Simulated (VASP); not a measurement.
Wanted: the native input for a VASP 6.6.1 run.

```yaml
Task: density of states
Functional: PBEsol
Potentials_or_basis: VASP PAW PBE potentials, release 64 (Sb)
Cutoff: 520 eV
k_mesh: 11 × 11 × 1
Occupations: fermi-dirac, width 0.1 eV
Spin: no spin polarisation
Dipole_correction: yes
k_mesh_for_the_DOS: 17 × 17 × 1
Occupations_for_the_DOS: tetrahedron
Further_INCAR_settings: ALGO = Normal; EDIFF = 1e-06
```

Sb, a slab with vacuum:

```
Sb
1.0
     3.33385    0.00000    0.00000
     0.00000    3.33385    0.00000
     0.00000    0.00000   20.71480
Sb
3
Direct
  0.00000 0.00000 0.38620
  0.50000 0.50000 0.50000
  0.00000 0.00000 0.61380
```

The input as run:

POSCAR

```
Sb
1.0
    3.3338465369      0.0000000000      0.0000000000
    0.0000000000      3.3338465369      0.0000000000
    0.0000000000      0.0000000000     20.7148000000
Sb
3
Direct
    0.0000000000      0.0000000000      0.3861980085
    0.5000000000      0.5000000000      0.5000000000
    0.0000000000      0.0000000000      0.6138019915
```

INCAR.step1

```
SYSTEM = Sb
PREC = Accurate
ENCUT = 520
EDIFF = 1E-6
ISMEAR = -1
SIGMA = 0.1
LREAL = .FALSE.
LASPH = .TRUE.
NELM = 100
ALGO = Normal
ISIF = 2
LWAVE = .FALSE.
LCHARG = .TRUE.
LDIPOL = .TRUE.
IDIPOL = 3
DIPOL = 0.5 0.5 0.500
GGA = PS
NBANDS = 14
```

KPOINTS.step1

```
Automatic mesh
0
G
  11 11 1
  0 0 0
```

INCAR.step2

```
SYSTEM = Sb
PREC = Accurate
ENCUT = 520
EDIFF = 1E-6
ISMEAR = -5
SIGMA = 0.1
LREAL = .FALSE.
LASPH = .TRUE.
NELM = 100
ALGO = Normal
ISIF = 2
LWAVE = .FALSE.
LCHARG = .FALSE.
LDIPOL = .TRUE.
IDIPOL = 3
DIPOL = 0.5 0.5 0.500
GGA = PS
LORBIT = 11
NEDOS = 1001
ICHARG = 11
```

KPOINTS.step2

```
Automatic mesh
0
G
  17 17 1
  0 0 0
```

Potentials or basis: VASP PAW PBE potentials, release 64 (Sb).

Command:

```bash
$ cat potpaw_PBE.64/Sb/POTCAR > POTCAR
$ cp INCAR.step1 INCAR
$ cp KPOINTS.step1 KPOINTS
$ mpirun -np 1 vasp_std > vasp.out
$ cp INCAR.step2 INCAR
$ cp KPOINTS.step2 KPOINTS
$ mpirun -np 1 vasp_std > vasp.out
```

It gave:

* Valence electrons inside the program's atomic spheres: Sb 2.32

Caveat: the bands computed are all filled at some k points, so no gap is given; spin-orbit coupling is left out, which moves the levels of the heavy elements.

It took 120 s on 1 thread of Intel(R) Xeon(R) Platinum 8559C (Emerald Rapids), on a shared host, peak memory 0.36 GiB.
